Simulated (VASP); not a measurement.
Set up this calculation in VASP 6.6.1, as the native input.

```
Task                   : single point
Functional             : r2SCAN
Potentials or basis    : VASP PAW PBE potentials, release 64 (B, N)
Cutoff                 : 520 eV
k mesh                 : 12 × 12 × 6
Occupations            : gaussian, width 0.05 eV
Spin                   : no spin polarisation
Dipole correction      : no
Further INCAR settings : ALGO = Normal; EDIFF = 1e-07; NBANDS = 16
```

The system is BN.

```
B N
1.0
     2.67752    0.00000    0.00000
    -1.33876    2.31880    0.00000
     0.00000    0.00000    4.20774
B N
2 2
Direct
  0.66667 0.33333 0.99980
  0.33333 0.66667 0.49980
  0.66667 0.33333 0.62520
  0.33333 0.66667 0.12520
```

This cell differs from its parent crystal: strain +0.0525 x Voigt [1, 1, 0, 0, 0, 0].

One way to write it, as run:

POSCAR

```
BN
1.0
    2.6775247657      0.0000000000      0.0000000000
   -1.3387623828      2.3188044663      0.0000000000
    0.0000000000      0.0000000000      4.2077449317
B N
2 2
Direct
    0.6666666667      0.3333333333      0.9997995909
    0.3333333333      0.6666666667      0.4997995909
    0.6666666667      0.3333333333      0.6252004091
    0.3333333333      0.6666666667      0.1252004091
```

INCAR.step1

```
SYSTEM = BN
ALGO = Normal
EDIFF = 1E-4
ENCUT = 520
GGA = PE
ISMEAR = 0
LASPH = .True.
LCHARG = .False.
LREAL = .False.
LWAVE = .True.
NBANDS = 16
NELM = 60
PREC = Accurate
SIGMA = 0.05
```

INCAR.step2

```
SYSTEM = BN
ALGO = Normal
EDIFF = 1E-7
ENCUT = 520
ISIF = 2
ISMEAR = 0
ISTART = 1
LASPH = .True.
LCHARG = .False.
LMIXTAU = .True.
LREAL = .False.
LWAVE = .False.
METAGGA = R2SCAN
NBANDS = 16
NELM = 60
PREC = Accurate
SIGMA = 0.05
```

KPOINTS

```
k-points
0
Gamma
  12 12 6
  0 0 0
```

Potentials or basis: VASP PAW PBE potentials, release 64 (B, N).

The run is started by

```console
$ cat potpaw_PBE.64/B/POTCAR potpaw_PBE.64/N/POTCAR > POTCAR
$ cp INCAR.step1 INCAR
$ mpirun -np 1 vasp_std > vasp.out
$ cp INCAR.step2 INCAR
$ mpirun -np 1 vasp_std > vasp.out
```

Results of the run:

The pressure is -31.2 GPa. The largest force is 0.068 eV/Å. The band gap on the k mesh is 5.98 eV, indirect (least direct gap 7.98 eV).

Caveat: the cell differs from its parent crystal (strain +0.0525 x Voigt [1, 1, 0, 0, 0, 0]); the PAW data sets were made with another functional, which shifts forces and pressure a little.

It took 70 s on 1 thread of Intel Xeon 6975P-C (shared host), peak memory 0.15 GiB.
